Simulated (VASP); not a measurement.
# CdF2: single point with r2SCAN

CdF2:

```
Cd F
1.0
     0.00000    2.69400    2.69400
     2.79502    0.00000    2.69400
     2.79502    2.69400    0.00000
Cd F
1 2
Direct
  0.00000 0.00000 0.00000
  0.25000 0.25000 0.25000
  0.75000 0.75000 0.75000
```

This cell differs from its parent crystal: strain +0.0375 x Voigt [1, 0, 0, 0, 0, 0].

- Program: VASP 6.6.1
- Task: single point
- Functional: r2SCAN
- Potentials or basis: VASP PAW PBE potentials, release 64 (Cd, F)
- Cutoff: 520 eV
- k mesh: 8 × 8 × 8
- Occupations: gaussian, width 0.05 eV
- Spin: no spin polarisation

The pressure is -3.0 GPa and the band gap on the k mesh is 3.56 eV, indirect (least direct gap 4.09 eV).

Stress tensor (GPa, compression positive):
```
-5.75  0.00  0.00
 0.00 -1.64  0.00
 0.00  0.00 -1.64
```

Levels at points of the mesh, in eV from the valence-band top:
| k point | band 10 | band 11 | band 12 | band 13 | band 14 | band 15 | band 16 | band 17 |
| --- | --- | --- | --- | --- | --- | --- | --- | --- |
| (0.00, 0.00, 0.00) | -0.83 | -0.63 | -0.63 | -0.52 | 3.56 | 13.35 | 13.35 | 13.46 |
| (0.50, 0.00, 0.00) | -1.78 | -1.70 | -0.47 | -0.45 | 7.64 | 9.51 | 15.09 | 15.35 |
| (0.50, 0.50, 0.00) | -2.78 | -0.41 | -0.20 | -0.07 | 8.49 | 10.24 | 12.06 | 14.62 |
| (0.00, 0.50, 0.50) | -2.77 | -0.60 | -0.09 | -0.09 | 8.52 | 10.36 | 12.09 | 15.02 |

Wall time 78 s on 1 thread of Intel(R) Xeon(R) 6975P-C (Granite Rapids), with other jobs on the host, peak memory 0.19 GiB.

Caveat: the cell differs from its parent crystal (strain +0.0375 x Voigt [1, 0, 0, 0, 0, 0]); the PAW data sets were made with another functional, which shifts forces and pressure a little. A k mesh can miss the band edges.
